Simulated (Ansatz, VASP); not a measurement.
# Ru: VASP beside Ansatz

```
CELL_PARAMETERS angstrom
2.72356 0.00000 0.00000
-1.36178 2.35867 0.00000
0.00000 0.00000 4.28908
ATOMIC_POSITIONS crystal
Ru 0.33333 0.66667 0.25000
Ru 0.66667 0.33333 0.75000
```

Alike in both runs: task single point; functional PBE; k mesh 5 × 5 × 3; occupations fermi-dirac, width 0.1 eV; no spin polarisation.

|  | VASP | Ansatz |
| --- | --- | --- |
| version | VASP 6.6.1 | Ansatz 0.2.0 |
| potentials or method | VASP PAW PBE potentials, release 64 (Ru_pv), cutoff 520 eV | plane waves (420 eV) with PAW, scalar-relativistic |
| valence electrons in the cell | 28 | 32 |

VASP gave:

```
pressure (GPa)                                                : -0.7
traceless stress, the component that is largest in VASP (GPa) : 5.61
```

Which values does Ansatz return?

Pressure (GPa): -0.6; traceless stress, the component that is largest in VASP (GPa): 5.59.

The functional is the same, so the differences come from potentials, cutoffs and numerics. VASP's potentials hold 28 valence electrons a cell and Ansatz's 32, so a difference there can come from the potentials and not from the codes.

The k mesh is coarse, so the values compare programs but aren't converged.
